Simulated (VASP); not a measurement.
# Rh in VASP: notebook, part 2 of 2

VASP 6.6.1. The steps go on from the part before.

## Step 3: Electric field gradients, PBE

The input, INCAR:

```
PREC     = Accurate       # precision mode
ENCUT    = 520            # plane-wave cutoff, eV
EDIFF    = 1E-8           # SCF threshold, eV
ISMEAR   = -1             # smearing method
SIGMA    = 0.05           # smearing width, eV
LREAL    = False          # projectors in reciprocal space
LASPH    = True           # aspherical terms in the spheres
NELM     = 100            # most SCF steps
ALGO     = Normal         # electronic algorithm
ISIF     = 2              # what is computed and relaxed
LWAVE    = False          # write WAVECAR
LCHARG   = False          # write CHGCAR
GGA      = PE             # functional
LEFG     = True         
NBANDS   = 22             # bands
```

The input, KPOINTS:

```
regular mesh
0
Gamma
  10 10 10
```

The input, POSCAR:

```
Rh
1.0
    0.0000000000      2.5993341490      2.5993341490
    2.5993341490      0.0000000000      2.5993341490
    2.5993341490      2.5993341490      0.0000000000
Rh
2
Direct
   -0.1250000000     -0.1250000000     -0.1250000000
    0.1250000000      0.1250000000      0.1250000000
```

Potentials or basis: VASP PAW PBE potentials, release 64 (Rh_pv).

Run with:

```
> cat potpaw_PBE.64/Rh_pv/POTCAR > POTCAR
> mpirun -np 1 vasp_std > vasp.out
```

OUTCAR:

```text
PREC = Accurate
   ENCUT = 520
   EDIFF = 1E-8
   ISMEAR = -1
   LREAL = False
   LASPH = True
   NELM = 100
   ISIF = 2
   GGA = PE

 ion  position               nearest neighbor table
   1  0.875  0.875  0.875-   2 2.25   2 2.25   2 2.25   2 2.25
   2  0.125  0.125  0.125-   1 2.25   1 2.25   1 2.25   1 2.25

  LATTYP: Found a face centered cubic cell.
 ALAT       =     5.1986682980

  Lattice vectors:

 A1 = (   0.0000000000,   2.5993341490,   2.5993341490)
 A2 = (   2.5993341490,   0.0000000000,   2.5993341490)
 A3 = (   2.5993341490,   2.5993341490,   0.0000000000)

Analysis of symmetry for initial positions (statically):
=====================================================================
 Subroutine PRICEL returns:
 Original cell was already a primitive cell.

 Routine SETGRP: Setting up the symmetry group for a
 face centered cubic supercell.

 Subroutine GETGRP returns: Found 48 space group operations
 (whereof 12 operations were pure point group operations)
 out of a pool of 48 trial point group operations.

The static configuration has the point symmetry D_3d.
 The point group associated with its full space group is O_h .

Analysis of symmetry for dynamics (positions and initial velocities):
=====================================================================
 Subroutine PRICEL returns:
 Original cell was already a primitive cell.

 Routine SETGRP: Setting up the symmetry group for a
 face centered cubic supercell.

 Subroutine GETGRP returns: Found 48 space group operations
 (whereof 12 operations were pure point group operations)
 out of a pool of 48 trial point group operations.

The dynamic configuration has the point symmetry D_3d.
 The point group associated with its full space group is O_h .

 Subroutine INISYM returns: Found 48 space group operations
 (whereof 12 operations are pure point group operations),
 and found     1 'primitive' translations

----------------------------------------------------------------------------------------

                                     Primitive cell

  volume of cell :      35.1250

  direct lattice vectors                    reciprocal lattice vectors
     0.000000000  2.599334149  2.599334149    -0.192356954  0.192356954  0.192356954
     2.599334149  0.000000000  2.599334149     0.192356954 -0.192356954  0.192356954
     2.599334149  2.599334149  0.000000000     0.192356954  0.192356954 -0.192356954

  length of vectors
     3.676013607  3.676013607  3.676013607     0.333172018  0.333172018  0.333172018

  position of ions in fractional coordinates (direct lattice)
     0.875000000  0.875000000  0.875000000
     0.125000000  0.125000000  0.125000000

  ion indices of the primitive-cell ions
   primitive index   ion index
                 1           1
                 2           2

----------------------------------------------------------------------------------------

[... 72 lines left out ...]
   NSW    =      0    number of steps for IOM
   IBRION =     -1    ionic relax: 0-MD 1-quasi-New 2-CG
   NFREE  =      0    steps in history (QN), initial steepest desc. (CG)
   ISIF   =      2    stress and relaxation
   ISYM   =      2    0-nonsym 1-usesym 2-fastsym
   POTIM  = 0.5000    time-step for ionic-motion
   TEBEG  =    0.0;   TEEND  =   0.0 temperature during run
   PSTRESS=    0.0 pullay stress
   NELECT =      30.0000    total number of electrons
   NUPDOWN=      -1.0000    fix difference up-down
   EMIN   =  10.00;   EMAX   =-10.00  energy-range for DOS
   EFERMI =   0.00;   METHOD = LEGACY
   ISMEAR =    -1;   SIGMA  =   0.05  broadening in eV -4-tet -1-fermi 0-gaus
   EFERMI_NEDOS =   21; number of points for ismear=-14 and -15
   IALGO  =     38    algorithm
   IMIX   =      4    mixing-type and parameters
     AMIX     =   0.40;   BMIX     =  1.00
     AMIX_MAG =   1.60;   BMIX_MAG =  1.00
  volume/ion in A,a.u.               =      17.56       118.52
  Fermi-wavevector in a.u.,A,eV,Ry     =   1.553256  2.935229 32.825488  2.412605
  Thomas-Fermi vector in A             =   2.657513
   LORBIT       =      0    0 simple, 1 ext, 2 COOP (PROOUT), +10 PAW based schemes
   GGA     = PE    functional components
   LHFCALC =     F    Hartree Fock is set to
   AEXX    =    0.0000 exact exchange contribution
   IVDW    =     0    specifies the selected vdW correction
   LEPSILON=     F    determine dielectric tensor
   LRPA    =     F    only Hartree local field effects (RPA)
 non-spin polarized calculation
  energy-cutoff  :      520.00
  volume of cell :       35.12
 maximum number of plane-waves:       960
   NGX = 13   NGY = 13   NGZ = 13

 number of electron      29.9999987 magnetization

 Free energy of the ion-electron system (eV)
  ---------------------------------------------------
  ext. energy  EPLUGINS =         0.00000000
  ---------------------------------------------------
  free energy    TOTEN  =       -11.67158575 eV

  energy without entropy =      -11.64985170  energy(sigma->0) =      -11.66071872

 E-fermi :   8.7673     XC(G=0): -12.1288

 val. band max:        8.7514437110   @ k =   0.5000   0.3000   0.1000
 cond. band min:       8.7746934379   @ k =  -0.4000   0.1000   0.0000
 fundamental gap:      0.0232497270
 Fermi energy:         8.7672757735

 k-point     1 :       0.0000    0.0000    0.0000
  band No.  band energies     occupation
      1     -39.0832      2.00000
      2     -39.0832      2.00000
      3     -39.0832      2.00000
      4     -38.0833      2.00000
      5     -38.0833      2.00000
      6     -38.0833      2.00000
[... 589 lines left out ...]
     21      19.9913      0.00000
     22      21.6617      0.00000

 [... further k-points ...]

------------------------ aborting loop because EDIFF is reached ----------------------------------------

  FORCE on cell =-STRESS in cart. coord.  units (eV):
  Direction    XX          YY          ZZ          XY          YZ          ZX
  --------------------------------------------------------------------------------------
  -------------------------------------------------------------------------------------
  Total        7.8129515      7.8129515      7.8129515     -0.0000000     -0.0000000      0.0000000
  in kB      356.3767618    356.3767618    356.3767618     -0.0000000     -0.0000000      0.0000000
  external PRESSURE =     356.3767618 kB  Pullay stress =       0.0000000 kB

 VOLUME and BASIS-vectors are now :
 -----------------------------------------------------------------------------
  energy-cutoff  :      520.00
  volume of cell :       35.12
      direct lattice vectors                 reciprocal lattice vectors
     0.000000000  2.599334149  2.599334149    -0.192356954  0.192356954  0.192356954
     2.599334149  0.000000000  2.599334149     0.192356954 -0.192356954  0.192356954
     2.599334149  2.599334149  0.000000000     0.192356954  0.192356954 -0.192356954

 POSITION                                       TOTAL-FORCE (eV/Angst)
 -----------------------------------------------------------------------------------
      4.54883      4.54883      4.54883        -0.000000      0.000000     -0.000000
      0.64983      0.64983      0.64983         0.000000     -0.000000      0.000000
 -----------------------------------------------------------------------------------
    total drift:                                0.000000     -0.000000     -0.000000

  FREE ENERGIE OF THE ION-ELECTRON SYSTEM (eV)
  ---------------------------------------------------
  free  energy   TOTEN  =       -11.6715857514 eV

  energy  without entropy=      -11.6498516962  energy(sigma->0) =      -11.66071872

 Electric field gradients (V/A^2)
---------------------------------------------------------------------
 ion       V_xx      V_yy      V_zz      V_xy      V_xz      V_yz
---------------------------------------------------------------------
   1       0.000    -0.000     0.000     0.001     0.001     0.001
   2      -0.000    -0.000     0.000     0.001     0.001     0.001
---------------------------------------------------------------------

 Electric field gradients after diagonalization (V/A^2)
 (convention: |V_zz| > |V_xx| > |V_yy|)
----------------------------------------------------------------------
 ion       V_xx      V_yy      V_zz     asymmetry (V_yy - V_xx)/ V_zz
----------------------------------------------------------------------
   1      -0.001    -0.001     0.003       0.000
   2      -0.001    -0.001     0.003       0.000
----------------------------------------------------------------------

           NMR quadrupolar parameters

 Cq : quadrupolar parameter    Cq=e*Q*V_zz/h
 eta: asymmetry parameters     (V_yy - V_xx)/ V_zz
 Q  : nuclear electric quadrupole moment in mb (millibarn)
----------------------------------------------------------------------
 ion       Cq(MHz)       eta       Q (mb)
----------------------------------------------------------------------
   1       0.000       0.000       1.000
   2       0.000       0.000       1.000
----------------------------------------------------------------------
```

Run time: 32 s. Hardware: 1 thread of Intel Xeon 6975P-C, shared host; peak memory 0.17 GiB.

What came out:

- Free energy: -11.6716 eV
- Pressure: 35.6 GPa
- Band gap on the k mesh: zero (band 15 reaches 9.62 eV, above the bottom of band 16 at 8.06 eV)

Caveat: without QUAD_EFG the Cq values of the log hold for a quadrupole moment of 1 mb, not for the nuclei.

## Step 4: Electric field gradients, PBE (shortest bond scaled by 0.94)

The input, INCAR:

```
PREC = Accurate
ENCUT = 520
EDIFF = 1E-8
ISMEAR = -1
SIGMA = 0.05
LREAL = False
LASPH = True
NELM = 60
ALGO = Normal
ISIF = 2
LWAVE = False
LCHARG = False
GGA = PE
LEFG = True
NBANDS = 22
```

The input, KPOINTS:

```
Automatic mesh
0
Gamma
  10 10 10
```

The input, POSCAR:

```
Rh
1.0
    0.0000000000      2.5993341490      2.5993341490
    2.5993341490      0.0000000000      2.5993341490
    2.5993341490      2.5993341490      0.0000000000
Rh
2
Direct
   -0.1475000000     -0.1175000000     -0.1175000000
    0.1475000000      0.1175000000      0.1175000000
```

Potentials or basis: VASP PAW PBE potentials, release 64 (Rh_pv).

Run with:

```
> cat potpaw_PBE.64/Rh_pv/POTCAR > POTCAR
> mpirun -np 1 vasp_std > vasp.out
```

OUTCAR:

```text
PREC = Accurate
   ENCUT = 520
   EDIFF = 1E-8
   ISMEAR = -1
   LREAL = False
   LASPH = True
   NELM = 60
   ISIF = 2
   GGA = PE

 ion  position               nearest neighbor table
   1  0.852  0.883  0.883-   2 2.12   2 2.30   2 2.30   2 2.30
   2  0.148  0.117  0.117-   1 2.12   1 2.30   1 2.30   1 2.30

  LATTYP: Found a face centered cubic cell.
 ALAT       =     5.1986682980

  Lattice vectors:

 A1 = (   0.0000000000,   2.5993341490,   2.5993341490)
 A2 = (   2.5993341490,   0.0000000000,   2.5993341490)
 A3 = (   2.5993341490,   2.5993341490,   0.0000000000)

Analysis of symmetry for initial positions (statically):
=====================================================================
 Subroutine PRICEL returns:
 Original cell was already a primitive cell.

 Routine SETGRP: Setting up the symmetry group for a
 face centered cubic supercell.

 Subroutine GETGRP returns: Found 12 space group operations
[... 788 lines left out ...]
  volume of cell :       35.12
      direct lattice vectors                 reciprocal lattice vectors
     0.000000000  2.599334149  2.599334149    -0.192356954  0.192356954  0.192356954
     2.599334149  0.000000000  2.599334149     0.192356954 -0.192356954  0.192356954
     2.599334149  2.599334149  0.000000000     0.192356954  0.192356954 -0.192356954

 POSITION                                       TOTAL-FORCE (eV/Angst)
 -----------------------------------------------------------------------------------
      4.58782      4.50984      4.50984        -1.880397      1.880397      1.880397
      0.61084      0.68882      0.68882         1.880397     -1.880397     -1.880397
 -----------------------------------------------------------------------------------
    total drift:                               -0.000000      0.000000     -0.000000

  FREE ENERGIE OF THE ION-ELECTRON SYSTEM (eV)
  ---------------------------------------------------
  free  energy   TOTEN  =       -11.4712982580 eV

  energy  without entropy=      -11.4511057921  energy(sigma->0) =      -11.46120203

 Electric field gradients (V/A^2)
---------------------------------------------------------------------
 ion       V_xx      V_yy      V_zz      V_xy      V_xz      V_yz
---------------------------------------------------------------------
   1       0.000    -0.000    -0.000   -26.543   -26.543    26.547
   2       0.000    -0.000    -0.000   -26.543   -26.543    26.547
---------------------------------------------------------------------

 Electric field gradients after diagonalization (V/A^2)
 (convention: |V_zz| > |V_xx| > |V_yy|)
----------------------------------------------------------------------
 ion       V_xx      V_yy      V_zz     asymmetry (V_yy - V_xx)/ V_zz
----------------------------------------------------------------------
   1     -26.547   -26.542    53.089       0.000
   2     -26.547   -26.542    53.089       0.000
----------------------------------------------------------------------

           NMR quadrupolar parameters

 Cq : quadrupolar parameter    Cq=e*Q*V_zz/h
 eta: asymmetry parameters     (V_yy - V_xx)/ V_zz
 Q  : nuclear electric quadrupole moment in mb (millibarn)
----------------------------------------------------------------------
 ion       Cq(MHz)       eta       Q (mb)
----------------------------------------------------------------------
   1       0.128       0.000       1.000
   2       0.128       0.000       1.000
----------------------------------------------------------------------
```

Run time: 69 s. Hardware: 1 thread of Intel Xeon 6975P-C, shared host; peak memory 0.2 GiB.

What came out:

- Free energy: -11.4713 eV
- Pressure: 38.1 GPa
- Largest force: 3.257 eV/Å
- Band gap on the k mesh: zero (band 15 reaches 9.58 eV, above the bottom of band 16 at 8.20 eV)

Forces in eV/Å, atoms in the order of the input:
```
Rh  -1.880  1.880  1.880
Rh   1.880 -1.880 -1.880
```

Levels at points of the mesh, in eV from the Fermi level:
```
           k point  band 12  band 13  band 14  band 15  band 16  band 17  band 18  band 19
(0.00, 0.00, 0.00)    -4.79    -1.98    -1.74    -1.74     0.51     0.51    12.55    12.93
(0.50, 0.00, 0.00)    -3.93    -1.27    -1.27    -1.02     0.67     0.67     2.62    10.57
(0.00, 0.50, 0.00)    -4.42    -1.29    -1.18    -0.85    -0.10    -0.02     2.13    10.01
(0.50, 0.50, 0.00)    -2.70    -2.36    -2.34     0.39     0.52     2.40     2.76     5.03
```

Electric field gradients, principal values (V/Å²):
```tsv
atom	least	middle	greatest (by size)
1 Rh	-26.542	-26.547	53.089
2 Rh	-26.542	-26.547	53.089
```

Caveat: the cell differs from its parent crystal (shortest bond scaled by 0.94); without QUAD_EFG the Cq values of the log hold for a quadrupole moment of 1 mb, not for the nuclei; forces of over 1 eV/Å act on the atoms, so gaps and moduli don't describe the material at rest.
